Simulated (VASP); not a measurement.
# Cd4Se3 (Cmmm) in VASP: notebook

The runs below take Cd4Se3 through single point, with PBE.

All numbers are computed with VASP 6.6.1; they aren't measurements. Logs are shortened: lines on timing, memory, paths and dates and some standing lists are left out, and cuts for length are marked.

### 1 The cell of the first run

It takes space group Cmmm (No. 65, orthorhombic). Conventional cell: a = 7.435 Å, b = 12.275 Å, c = 4.037 Å, α = 90.00°, β = 90.00°, γ = 90.00°. Within 4.3 Å of Cd (site symmetry 2mm) lie 11 Cd at 2.95 to 4.25 Å and 4 Se at 3.02 to 3.09 Å. Within 3.6 Å of Cd (site symmetry m2m) lie 5 Se at 2.70 to 2.77 Å. Se (site symmetry 2/m) has 6 Cd at 2.77 to 3.09 Å and 2 Se at 3.72 Å within 3.8 Å. Within 3.6 Å of Se (site symmetry mmm) lie 6 Cd at 2.70 to 3.02 Å.

The cell was generated, and may not be a known phase.

### 2 Single point, PBE

Contents of INCAR:

```
SYSTEM = Cd4Se3
  ALGO = Normal
  EDIFF = 1E-7
  ENCUT = 520
  GGA = PE
  ISIF = 2
  ISMEAR = 0
  LASPH = .TRUE.
  LCHARG = .FALSE.
  LREAL = .FALSE.
  LWAVE = .FALSE.
  NBANDS = 42
  NELM = 100
  PREC = Accurate
  SIGMA = 0.2
```

Contents of KPOINTS:

```
k-points
0
G
  3 3 4
  0 0 0
```

Contents of POSCAR:

```
Cd4Se3
1.0
    3.7173098940     -6.1376771221      0.0000000000
    3.7173098940      6.1376771221      0.0000000000
    0.0000000000      0.0000000000      4.0370040543
Cd Se
4 3
Direct
    0.3017000541      0.3017000541      0.5000000000
    0.6982999459      0.6982999459      0.5000000000
    0.7797323089      0.2202676911      0.0000000000
    0.2202676911      0.7797323089      0.0000000000
    0.5000000000      0.0000000000      0.5000000000
    0.0000000000      0.5000000000      0.5000000000
    0.0000000000      0.0000000000      0.0000000000
```

Potentials or basis: VASP PAW PBE potentials, release 64 (Cd, Se).

Launch:

```console
> cat potpaw_PBE.64/Cd/POTCAR potpaw_PBE.64/Se/POTCAR > POTCAR
> mpirun -np 1 vasp_std > vasp.out
```

OUTCAR:

```text
SYSTEM = Cd4Se3
   EDIFF = 1E-7
   ENCUT = 520
   GGA = PE
   ISIF = 2
   ISMEAR = 0
   LASPH = .TRUE.
   LREAL = .FALSE.
   NELM = 100
   PREC = Accurate

 ion  position               nearest neighbor table
   1  0.302  0.302  0.500-   2 2.95   7 3.02   7 3.02   5 3.09   6 3.09
   2  0.698  0.698  0.500-   1 2.95   7 3.02   7 3.02   5 3.09   6 3.09
   3  0.780  0.220  0.000-   7 2.70   6 2.77   5 2.77   5 2.77   6 2.77
   4  0.220  0.780  0.000-   7 2.70   6 2.77   5 2.77   5 2.77   6 2.77
   5  0.500  0.000  0.500-   3 2.77   4 2.77   3 2.77   4 2.77   1 3.09   2 3.09
   6  0.000  0.500  0.500-   3 2.77   4 2.77   3 2.77   4 2.77   1 3.09   2 3.09
   7  0.000  0.000  0.000-   3 2.70   4 2.70   1 3.02   2 3.02   1 3.02   2 3.02

  LATTYP: Found a base centered orthorhombic cell.
 ALAT       =     7.4346197880
 B/A-ratio  =     1.6511071977
 C/A-ratio  =     0.5430007410

  Lattice vectors:

 A1 = (   3.7173098940,  -6.1376771221,   0.0000000000)
 A2 = (   3.7173098940,   6.1376771221,   0.0000000000)
 A3 = (   0.0000000000,   0.0000000000,   4.0370040543)

Analysis of symmetry for initial positions (statically):
=====================================================================
 Subroutine PRICEL returns:
 Original cell was already a primitive cell.

 Routine SETGRP: Setting up the symmetry group for a
 base centered orthorhombic supercell.

 Subroutine GETGRP returns: Found  8 space group operations
 (whereof  8 operations were pure point group operations)
 out of a pool of  8 trial point group operations.

The static configuration has the point symmetry D_2h.

Analysis of symmetry for dynamics (positions and initial velocities):
=====================================================================
 Subroutine PRICEL returns:
 Original cell was already a primitive cell.

 Routine SETGRP: Setting up the symmetry group for a
 base centered orthorhombic supercell.

 Subroutine GETGRP returns: Found  8 space group operations
 (whereof  8 operations were pure point group operations)
 out of a pool of  8 trial point group operations.

The dynamic configuration has the point symmetry D_2h.

 Subroutine INISYM returns: Found  8 space group operations
 (whereof  8 operations are pure point group operations),
 and found     1 'primitive' translations

----------------------------------------------------------------------------------------

                                     Primitive cell

  volume of cell :     184.2137

  direct lattice vectors                    reciprocal lattice vectors
     3.717309894 -6.137677122  0.000000000     0.134505870 -0.081464044  0.000000000
     3.717309894  6.137677122  0.000000000     0.134505870  0.081464044  0.000000000
     0.000000000  0.000000000  4.037004054     0.000000000  0.000000000  0.247708446

  length of vectors
     7.175616580  7.175616580  4.037004054     0.157252089  0.157252089  0.247708446

  position of ions in fractional coordinates (direct lattice)
     0.301700054  0.301700054  0.500000000
     0.698299946  0.698299946  0.500000000
     0.779732309  0.220267691  0.000000000
     0.220267691  0.779732309  0.000000000
     0.500000000  0.000000000  0.500000000
     0.000000000  0.500000000  0.500000000
     0.000000000  0.000000000  0.000000000

  ion indices of the primitive-cell ions
   primitive index   ion index
                 1           1
                 2           2
                 3           3
                 4           4
                 5           5
                 6           6
                 7           7

----------------------------------------------------------------------------------------

 KPOINTS: k-points

Automatic generation of k-mesh.
 Grid dimensions read from file:
 generate k-points for:    3    3    4

 Generating k-lattice:

  Cartesian coordinates                     Fractional coordinates (reciprocal lattice)
     0.044835290 -0.027154681  0.000000000     0.333333333 -0.000000000  0.000000000
     0.044835290  0.027154681  0.000000000    -0.000000000  0.333333333  0.000000000
     0.000000000  0.000000000  0.061927111     0.000000000  0.000000000  0.250000000

  Length of vectors
     0.052417363  0.052417363  0.061927111

  Shift w.r.t. Gamma in fractional coordinates (k-lattice)
     0.000000000  0.000000000  0.000000000

 Subroutine IBZKPT returns following result:
 ===========================================

 Found     12 irreducible k-points:

 Following reciprocal coordinates:
            Coordinates               Weight
  0.000000  0.000000  0.000000      1.000000
  0.333333  0.000000  0.000000      4.000000
  0.333333  0.333333  0.000000      2.000000
 -0.333333  0.333333  0.000000      2.000000
  0.000000  0.000000  0.250000      2.000000
  0.333333  0.000000  0.250000      8.000000
  0.333333  0.333333  0.250000      4.000000
 -0.333333  0.333333  0.250000      4.000000
  0.000000  0.000000  0.500000      1.000000
  0.333333  0.000000  0.500000      4.000000
  0.333333  0.333333  0.500000      2.000000
 -0.333333  0.333333  0.500000      2.000000
   k-points           NKPTS =     12   k-points in BZ     NKDIM =     12   number of bands    NBANDS=     42
   number of dos      NEDOS =    301   number of ions     NIONS =      7
   total plane-waves  NPLWV =  87480
   dimension x,y,z NGX =    54 NGY =   54 NGZ =   30
   dimension x,y,z NGXF=   108 NGYF=  108 NGZF=   60
   ions per type =               4   3
   NGX,Y,Z   is equivalent  to a cutoff of  12.51, 12.51, 12.35 a.u.
   NGXF,Y,Z  is equivalent  to a cutoff of  25.02, 25.02, 24.71 a.u.
 SYSTEM =  Cd4Se3
   PREC   = accura    normal or accurate (medium, high low for compatibility)
   ISTART =      0    job   : 0-new  1-cont  2-samecut
   ICHARG =      2    charge: 1-file 2-atom 10-const
   ISPIN  =      1    spin polarized calculation?
   LNONCOLLINEAR =      F non collinear calculations
   LSORBIT =      F    spin-orbit coupling
   LASPH  =      T    aspherical Exc in radial PAW
   ENCUT  =  520.0 eV  38.22 Ry    6.18 a.u.  13.34 13.34  7.51*2*pi/ulx,y,z
   NELM   =    100;   NELMIN=  2; NELMDL= -5     # of ELM steps
   EDIFF  = 0.1E-06   stopping-criterion for ELM
   LREAL  =      F    real-space projection
   EDIFFG = 0.1E-05   stopping-criterion for IOM
   NSW    =      0    number of steps for IOM
   IBRION =     -1    ionic relax: 0-MD 1-quasi-New 2-CG
   NFREE  =      0    steps in history (QN), initial steepest desc. (CG)
   ISIF   =      2    stress and relaxation
   ISYM   =      2    0-nonsym 1-usesym 2-fastsym
   POTIM  = 0.5000    time-step for ionic-motion
   TEBEG  =    0.0;   TEEND  =   0.0 temperature during run
   PSTRESS=    0.0 pullay stress
   NELECT =      66.0000    total number of electrons
   NUPDOWN=      -1.0000    fix difference up-down
   EMIN   =  10.00;   EMAX   =-10.00  energy-range for DOS
   EFERMI =   0.00;   METHOD = LEGACY
   ISMEAR =     0;   SIGMA  =   0.20  broadening in eV -4-tet -1-fermi 0-gaus
   EFERMI_NEDOS =   21; number of points for ismear=-14 and -15
   IALGO  =     38    algorithm
   IMIX   =      4    mixing-type and parameters
     AMIX     =   0.40;   BMIX     =  1.00
     AMIX_MAG =   1.60;   BMIX_MAG =  1.00
  volume/ion in A,a.u.               =      26.32       177.59
  Fermi-wavevector in a.u.,A,eV,Ry     =   1.162739  2.197258 18.394552  1.351961
  Thomas-Fermi vector in A             =   2.299296
   LORBIT       =      0    0 simple, 1 ext, 2 COOP (PROOUT), +10 PAW based schemes
   GGA     = PE    functional components
   LHFCALC =     F    Hartree Fock is set to
   AEXX    =    0.0000 exact exchange contribution
   IVDW    =     0    specifies the selected vdW correction
   LEPSILON=     F    determine dielectric tensor
   LRPA    =     F    only Hartree local field effects (RPA)
 non-spin polarized calculation
 Gauss-broadening in eV      SIGMA  =   0.20
  energy-cutoff  :      520.00
  volume of cell :      184.21
 maximum number of plane-waves:      4973
 NGX is ok and might be reduce to    54
   NGX = 27   NGY = 27   NGZ = 15

 number of electron      65.9999978 magnetization

 Free energy of the ion-electron system (eV)
  ---------------------------------------------------
  ext. energy  EPLUGINS =         0.00000000
  ---------------------------------------------------
  free energy    TOTEN  =       -15.60094220 eV

  energy without entropy =      -15.56345125  energy(sigma->0) =      -15.58219673

 E-fermi :   2.0258     XC(G=0):  -9.4833

 val. band max:        2.0195371683   @ k =  -0.3333   0.3333   0.5000
 cond. band min:       2.1173944831   @ k =   0.3333   0.3333   0.5000
 fundamental gap:      0.0978573148
 Fermi energy:         2.0258254909

 k-point     1 :       0.0000    0.0000    0.0000
  band No.  band energies     occupation
      1     -11.3331      2.00000
      2     -10.6013      2.00000
      3     -10.4974      2.00000
      4      -6.8348      2.00000
      5      -6.7999      2.00000
      6      -6.6038      2.00000
[... 34 lines left out ...]
     41       6.9692      0.00000
     42       7.8501      0.00000

 k-point     2 :       0.3333    0.0000    0.0000
  band No.  band energies     occupation
      1     -11.1595      2.00000
      2     -10.7464      2.00000
      3     -10.5867      2.00000
      4      -6.7571      2.00000
      5      -6.6906      2.00000
      6      -6.6049      2.00000
[... 34 lines left out ...]
     41       7.7095      0.00000
     42       7.9094      0.00000

 k-point     3 :       0.3333    0.3333    0.0000
  band No.  band energies     occupation
      1     -11.0579      2.00000
      2     -10.8573      2.00000
      3     -10.5868      2.00000
      4      -6.7519      2.00000
      5      -6.6216      2.00000
      6      -6.5953      2.00000
[... 357 lines left out ...]
      4      -6.7555      2.00000
      5      -6.5991      2.00000
      6      -6.5737      2.00000
[... 34 lines left out ...]
     41       6.6998      0.00000
     42       7.1670      0.00000

 k-point    12 :      -0.3333    0.3333    0.5000
  band No.  band energies     occupation
      1     -10.6965      2.00000
      2     -10.6431      2.00000
      3     -10.4852      2.00000
      4      -6.7947      2.00000
      5      -6.7319      2.00000
      6      -6.5883      2.00000
[... 34 lines left out ...]
     41       7.3284      0.00000
     42       7.5818      0.00000

------------------------ aborting loop because EDIFF is reached ----------------------------------------

  FORCE on cell =-STRESS in cart. coord.  units (eV):
  Direction    XX          YY          ZZ          XY          YZ          ZX
  --------------------------------------------------------------------------------------
  -------------------------------------------------------------------------------------
  Total        0.4847417      0.9727062      0.4590414      0.0000000      0.0000000      0.0000000
  in kB        4.2159844      8.4599980      3.9924588      0.0000000      0.0000000      0.0000000
  external PRESSURE =       5.5561471 kB  Pullay stress =       0.0000000 kB

 VOLUME and BASIS-vectors are now :
 -----------------------------------------------------------------------------
  energy-cutoff  :      520.00
  volume of cell :      184.21
      direct lattice vectors                 reciprocal lattice vectors
     3.717309894 -6.137677122  0.000000000     0.134505870 -0.081464044  0.000000000
     3.717309894  6.137677122  0.000000000     0.134505870  0.081464044  0.000000000
     0.000000000  0.000000000  4.037004054     0.000000000  0.000000000  0.247708446

 POSITION                                       TOTAL-FORCE (eV/Angst)
 -----------------------------------------------------------------------------------
      2.24303      0.00000      2.01850         0.035221      0.000000      0.000000
      5.19159      0.00000      2.01850        -0.035221      0.000000      0.000000
      3.71731     -3.43381      0.00000         0.000000      0.003519      0.000000
      3.71731      3.43381      0.00000         0.000000     -0.003519      0.000000
      1.85865     -3.06884      2.01850        -0.000000     -0.000000      0.000000
      1.85865      3.06884      2.01850         0.000000      0.000000      0.000000
      0.00000      0.00000      0.00000         0.000000      0.000000      0.000000
 -----------------------------------------------------------------------------------
    total drift:                                0.000000      0.000000     -0.000000

  FREE ENERGIE OF THE ION-ELECTRON SYSTEM (eV)
  ---------------------------------------------------
  free  energy   TOTEN  =       -15.6009422012 eV

  energy  without entropy=      -15.5634512502  energy(sigma->0) =      -15.58219673
```

Wall time 3.3 min (1 thread of AMD EPYC 7R13, shared host); peak memory 0.28 GiB.

What came out:

```yaml
Free_energy: -15.6009 eV
Pressure: 0.6 GPa
Largest_force: 0.035 eV/Å
Band_gap_on_the_k_mesh: zero (bands 33 and 34 overlap by 0.28 eV)
```

Forces in eV/Å, atoms in the order of the input:
```
Cd   0.035  0.000  0.000
Cd  -0.035  0.000  0.000
Cd   0.000  0.004  0.000
Cd   0.000 -0.004  0.000
Se   0.000  0.000  0.000
Se   0.000  0.000  0.000
Se   0.000  0.000  0.000
```

Levels at points of the mesh, in eV from the Fermi level:
```tsv
k point	band 29	band 30	band 31	band 32	band 33	band 34	band 35	band 36	band 37	band 38
(0.00, 0.00, 0.00)	-1.35	-0.95	-0.88	-0.79	-0.47	-0.36	2.07	2.68	3.44	4.53
(0.00, 0.00, 0.50)	-2.67	-2.59	-2.34	-1.17	-0.09	0.20	1.24	2.10	4.41	4.59
```

Caveat: the k points lie up to 0.39 Å⁻¹ apart; semilocal functionals underestimate gaps, and a narrow one can read as zero.

### 3 Single point, PBE

This run uses another cell than the first one, of 26.58 Å³/atom.

Contents of INCAR:

```
SYSTEM = Cd4Se3
PREC = Accurate ; ENCUT = 520
EDIFF = 1E-6 ; ISMEAR = 0
SIGMA = 0.2 ; LREAL = .False.
LASPH = .True. ; NELM = 80
ALGO = Normal ; ISIF = 2
LWAVE = .False. ; LCHARG = .True.
GGA = PE ; LELF = .True.
LVHAR = .True. ; NBANDS = 42
```

Contents of KPOINTS:

```
Automatic mesh
0
Gamma
  3 3 4
  0 0 0
```

Contents of POSCAR:

```
Cd4Se3
1.0
    3.6918349288     -6.2554106439      0.0000000000
    3.6918349288      6.2554106439      0.0000000000
    0.0000000000      0.0000000000      4.0281435816
Cd Se
4 3
Direct
    0.7834975263      0.2165024737      0.5000000000
    0.6962438978      0.6962438978      0.0000000000
    0.2165024737      0.7834975263      0.5000000000
    0.3037561022      0.3037561022      0.0000000000
    0.0000000000      0.5000000000      0.0000000000
    0.0000000000      0.0000000000      0.5000000000
    0.5000000000      0.0000000000      0.0000000000
```

Potentials or basis: VASP PAW PBE potentials, release 64 (Cd, Se).

Launch:

```console
> cat potpaw_PBE.64/Cd/POTCAR potpaw_PBE.64/Se/POTCAR > POTCAR
> mpirun -np 1 vasp_std > vasp.out
```

Wall time 3.2 min (1 thread of AMD EPYC 7R13, shared host); peak memory 0.28 GiB.

It converged, with:

| Quantity | Value |
| --- | --- |
| Free energy | -15.6127 eV |
| Pressure | 0.5 GPa |
| Largest force | 0.026 eV/Å |
| Band gap on the k mesh | zero (bands 33 and 34 overlap by 0.31 eV) |

Forces on the atoms (eV/Å):
```
Cd   0.000  0.026  0.000
Cd  -0.018  0.000  0.000
Cd   0.000 -0.026  0.000
Cd   0.018  0.000  0.000
Se   0.000  0.000  0.000
Se   0.000  0.000  0.000
Se   0.000  0.000  0.000
```

Stress tensor (GPa, compression positive):
```
0.34 0.00 0.00
0.00 0.61 0.00
0.00 0.00 0.42
```

Levels at points of the mesh, in eV from the Fermi level:
| k point | band 30 | band 31 | band 32 | band 33 | band 34 | band 35 | band 36 | band 37 |
| --- | --- | --- | --- | --- | --- | --- | --- | --- |
| (0.00, 0.00, 0.00) | -0.96 | -0.90 | -0.80 | -0.40 | -0.30 | 2.12 | 2.71 | 3.42 |
| (0.00, 0.00, 0.50) | -2.48 | -2.33 | -1.17 | 0.01 | 0.27 | 1.26 | 1.95 | 4.51 |

Caveat: the k points lie up to 0.39 Å⁻¹ apart; semilocal functionals underestimate gaps, and a narrow one can read as zero.

The gap in the log of VASP goes by the Fermi energy; the results here count the filled bands.